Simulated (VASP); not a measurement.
Wanted: the native input for a VASP 6.6.1 run.

- Task: single point
- Functional: PBEsol
- Potentials or basis: VASP PAW PBE potentials, release 64 (Mn_pv)
- Cutoff: 520 eV
- k mesh: 12 × 12 × 12
- Occupations: fermi-dirac, width 0.05 eV
- Spin: collinear spin, antiferromagnetic start
- Starting moments: [1.516, -1.516] μB
- Dipole correction: no
- Further INCAR settings: ALGO = Normal; EDIFF = 1e-06; NBANDS = 24

The structure of Mn lies in POSCAR:

```
Mn
1.0
    0.0000000000      2.4540206009      2.4540206009
    2.4540206009      0.0000000000      2.4540206009
    2.4540206009      2.4540206009      0.0000000000
Mn
2
Direct
    0.1250000000      0.1250000000      0.1250000000
    0.8750000000      0.8750000000      0.8750000000
```

This isn't the form of Mn at room conditions, which is a 58-atom cubic cell.

These files were run (other wordings do the same):

INCAR

```
SYSTEM = Mn
ALGO = Normal
EDIFF = 1E-6
ENCUT = 520
GGA = PS
ISIF = 2
ISMEAR = -1
ISPIN = 2
LASPH = .True.
LCHARG = .False.
LMAXMIX = 4
LORBIT = 11
LREAL = .False.
LWAVE = .False.
MAGMOM = 1.516 -1.516
NBANDS = 24
NELM = 150
PREC = Accurate
SIGMA = 0.05
```

KPOINTS

```
k-points
0
Gamma
  12 12 12
  0 0 0
```

Potentials or basis: VASP PAW PBE potentials, release 64 (Mn_pv).

The run is started by

```console
$ cat potpaw_PBE.64/Mn_pv/POTCAR > POTCAR
$ mpirun -np 1 vasp_std > vasp.out
```

Results of the run:

* Pressure: 4.6 GPa
* Band gap on the k mesh: zero (filled and empty bands overlap)
* Net moment: 0.00 μB per cell
* Site moments: Mn +1.41, -1.41 μB
* Valence electrons inside the program's atomic spheres: Mn 12.09

Caveat: the cell stands under pressure; the antiferromagnetic order is the one typed at the start, and another may lie lower; the PAW data sets were made with another functional, which shifts forces and pressure a little.

It took 65 s on 1 thread of Intel(R) Xeon(R) Platinum 8488C (Sapphire Rapids), with other jobs on the host, peak memory 0.21 GiB.
